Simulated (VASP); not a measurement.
# AlB3P4 (Pmm2) in VASP: further runs, part 2 of 2

VASP 6.6.1. The steps go on from the part before.

## 4. Relaxation of cell and atoms, PBE

This run uses another cell than the first one, of 14.86 Å³/atom.

Input file INCAR:

```
PREC = Accurate ; ENCUT = 600
EDIFF = 1E-7 ; ISMEAR = 0
SIGMA = 0.1 ; LREAL = F
LASPH = T ; NELM = 80
ALGO = Normal ; ISIF = 3
LWAVE = F ; LCHARG = F
GGA = PE ; IBRION = 2
NSW = 90 ; EDIFFG = -0.04
```

Input file KPOINTS:

```
Automatic mesh
0
Gamma
  6 4 4
```

Input file POSCAR:

```
AlB3P4
1.0
    3.4771288400      0.0000000000      0.0000000000
    0.0000000000      6.9542576700      0.0000000000
    0.0000000000      0.0000000000      4.9174027600
Al B P
1 3 4
Direct
    0.5000000000      0.0000000000      0.5000000000
    0.0000000000      0.7500000000      0.0000000000
    0.5000000000      0.5000000000      0.5000000000
    0.0000000000      0.2500000000      0.0000000000
    0.5000000000      0.7500000000      0.7500000000
    0.0000000000      0.5000000000      0.2500000000
    0.5000000000      0.2500000000      0.7500000000
    0.0000000000      0.0000000000      0.2500000000
```

Started as:

```bash
> cat potpaw_PBE.64/Al/POTCAR potpaw_PBE.64/B/POTCAR potpaw_PBE.64/P/POTCAR > POTCAR
> mpirun -np 1 vasp_std > vasp.out
```

Wall time 21 min (1 thread of AMD EPYC 7R13, shared host); peak memory 0.31 GiB.

It converged, with:

* Free energy: -47.6520 eV
* Relaxed volume: 13.78 Å³/atom
* Relaxed cell: a = 3.349 Å, b = 6.811 Å, c = 4.833 Å, α = 90.00°, β = 90.00°, γ = 90.00°
* Space group after relaxing (to 0.1 Å): Pmm2 (No. 25)
* Energy gained by relaxing: 250.6 meV/atom
* Ionic steps: 12
* Pressure after relaxing: 0.0 GPa
* Largest force after relaxing: 0.032 eV/Å
* Band gap on the k mesh: 0.42 eV (least direct gap 0.43 eV)

Forces in eV/Å, atoms in the order of the input:
```
Al   0.000  0.000 -0.017
B    0.000  0.004 -0.003
B    0.000  0.000  0.032
B    0.000 -0.004 -0.003
P    0.000 -0.004 -0.005
P    0.000  0.000  0.003
P    0.000  0.004 -0.005
P    0.000  0.000 -0.001
```

Stress tensor (GPa, compression positive):
```
-0.06  0.00  0.00
 0.00  0.02  0.00
 0.00  0.00  0.06
```

The path:
```tsv
step	energy change (eV)	largest force (eV/Å)	pressure (GPa)	volume (Å³)
1	0.0000	5.1928	-3.14	118.91
2	-1.7077	1.2277	-3.33	113.97
3	-1.7077	1.2314	-3.32	113.95
4	-1.9412	0.6726	2.28	108.54
5	-1.9412	0.6694	2.31	108.51
6	-1.9985	0.2218	-0.01	110.24
7	-1.9996	0.1644	0.25	110.02
8	-2.0034	0.0977	-0.26	110.45
9	-2.0035	0.1044	-0.19	110.40
10	-2.0044	0.0546	0.03	110.22
11	-2.0044	0.0530	0.06	110.19
12	-2.0046	0.0316	0.01	110.23
```

Final structure:
```yaml
crystal:
  lattice:
    - [3.34912, 0.00000, 0.00000]
    - [0.00000, 6.81057, 0.00000]
    - [0.00000, 0.00000, 4.83257]
  atoms:
    - { symbol: Al, position: [0.50000, 0.00000, 0.50112] }
    - { symbol: B, position: [0.00000, 0.73156, 0.00068] }
    - { symbol: B, position: [0.50000, 0.50000, 0.50567] }
    - { symbol: B, position: [0.00000, 0.26844, 0.00068] }
    - { symbol: P, position: [0.50000, 0.72029, 0.76967] }
    - { symbol: P, position: [0.00000, 0.50000, 0.26807] }
    - { symbol: P, position: [0.50000, 0.27971, 0.76967] }
    - { symbol: P, position: [0.00000, 0.00000, 0.18444] }
```

Levels at points of the mesh, in eV from the valence-band top:
```csv
k point,band 13,band 14,band 15,band 16,band 17,band 18,band 19,band 20
"(0.00, 0.00, 0.00)",-1.87,-0.75,-0.49,-0.01,0.42,0.80,2.60,2.68
"(0.50, 0.00, 0.00)",-3.78,-3.75,-2.90,-1.59,0.50,0.88,1.00,1.01
"(0.00, 0.50, 0.00)",-2.78,-2.20,-1.43,0.00,1.15,1.67,2.91,2.93
"(0.50, 0.50, 0.00)",-4.41,-3.95,-3.77,-2.99,1.19,2.34,2.66,2.80
"(0.00, 0.00, 0.50)",-2.62,-2.23,-1.78,-0.51,0.74,1.32,2.11,3.06
"(0.50, 0.00, 0.50)",-2.75,-2.32,-2.17,-1.43,1.62,2.96,3.32,3.63
"(0.00, 0.50, 0.50)",-3.01,-2.45,-1.97,-0.55,2.08,2.49,2.61,3.14
"(0.50, 0.50, 0.50)",-3.48,-3.22,-3.19,-3.08,2.82,2.84,3.14,3.63
```

Caveat: semilocal functionals underestimate gaps, and a narrow one can read as zero. A k mesh can miss the band edges.

## 5. Single point, PBE

Input file INCAR:

```
PREC = Accurate
ENCUT = 520
EDIFF = 1E-7
ISMEAR = 0
SIGMA = 0.02
LREAL = F
LASPH = T
NELM = 100
ALGO = Normal
ISIF = 2
LWAVE = F
LCHARG = T
GGA = PE
LELF = T
LVHAR = T
NBANDS = 26
```

Input file KPOINTS:

```
regular mesh
0
Gamma
  10 6 8
```

Input file POSCAR:

```
AlB3P4
1.0
    3.3470712347      0.0000000000      0.0000000000
    0.0000000000      6.8141190900      0.0000000000
    0.0000000000      0.0000000000      4.8381177619
Al B P
1 3 4
Direct
    0.5000000000      0.0000000000      0.5008001395
    0.0000000000      0.7315828008      0.0007500099
    0.5000000000      0.5000000000      0.5062331252
    0.0000000000      0.2684171992      0.0007500099
    0.5000000000      0.7203665267      0.7695839591
    0.0000000000      0.5000000000      0.2681973055
    0.5000000000      0.2796334733      0.7695839591
    0.0000000000      0.0000000000      0.1841014918
```

Started as:

```bash
> cat potpaw_PBE.64/Al/POTCAR potpaw_PBE.64/B/POTCAR potpaw_PBE.64/P/POTCAR > POTCAR
> mpirun -np 1 vasp_std > vasp.out
```

Wall time 9.4 min (1 thread of AMD EPYC 7R13, shared host); peak memory 0.42 GiB.

Results (log left out):

```
Free energy            : -47.6627 eV
Pressure               : -0.2 GPa
Largest force          : 0.006 eV/Å
Band gap on the k mesh : 0.41 eV (least direct gap 0.42 eV)
```

Forces on the atoms (eV/Å):
```
Al   0.000  0.000  0.000
B    0.000  0.000 -0.006
B    0.000  0.000  0.000
B    0.000  0.000 -0.006
P    0.000  0.000  0.002
P    0.000  0.000  0.003
P    0.000  0.000  0.002
P    0.000  0.000  0.004
```

Levels at points of the mesh, in eV from the valence-band top:
```
           k point  band 12  band 13  band 14  band 15  band 16  band 17  band 18  band 19  band 20  band 21
(0.00, 0.00, 0.00)    -2.78    -1.87    -0.77    -0.51    -0.01     0.41     0.81     2.60     2.68     2.80
(0.50, 0.00, 0.00)    -4.42    -3.79    -3.76    -2.91    -1.60     0.49     0.87     0.99     0.99     2.32
(0.00, 0.50, 0.00)    -3.20    -2.80    -2.22    -1.43     0.00     1.16     1.68     2.90     2.92     3.35
(0.50, 0.50, 0.00)    -4.57    -4.42    -3.95    -3.78    -3.00     1.17     2.32     2.65     2.78     2.90
(0.00, 0.00, 0.50)    -2.67    -2.63    -2.25    -1.79    -0.51     0.73     1.32     2.11     3.04     3.12
(0.50, 0.00, 0.50)    -5.30    -2.76    -2.33    -2.18    -1.44     1.59     2.94     3.30     3.61     3.76
(0.00, 0.50, 0.50)    -3.02    -3.00    -2.47    -1.99    -0.55     2.08     2.49     2.62     3.13     3.93
(0.50, 0.50, 0.50)    -3.88    -3.49    -3.23    -3.20    -3.09     2.80     2.83     3.11     3.60     3.62
```

Caveat: semilocal functionals underestimate gaps, and a narrow one can read as zero.

## 6. Overview

```csv
task,cell,k mesh,cutoff (eV),smearing,gap on the mesh (eV),pressure (GPa),largest force (eV/Å)
single point,"a = 3.350, b = 6.813, c = 4.836 Å, 8 atoms, atomic positions A",6 × 4 × 4,520,gaussian 0.1 eV,0.43,-0.2,0.01
single point,"a = 3.477, b = 6.954, c = 4.917 Å, 8 atoms, atomic positions B",6 × 4 × 4,520,gaussian 0.1 eV,1.09,-3.1,5.19
relaxation of cell and atoms,"relaxed from a = 3.477, b = 6.954, c = 4.917 Å, 8 atoms, atomic positions B",6 × 4 × 4,600,gaussian 0.1 eV,0.42,0.0,0.03
single point,"a = 3.347, b = 6.814, c = 4.838 Å, 8 atoms, atomic positions C",10 × 6 × 8,520,gaussian 0.02 eV,0.41,-0.2,0.01
```

Alike in all rows: level PBE; potentials or basis VASP PAW PBE potentials, release 64 (Al, B, P); no spin polarisation.

Caveats: semilocal functionals underestimate gaps, and a narrow one can read as zero (at least some runs); the cell stands under tension (at least some runs); forces of over 1 eV/Å act on the atoms, so gaps and moduli don't describe the material at rest (at least some runs).

Total energies depend on the potentials used, so only differences within one code and one set of settings carry meaning.
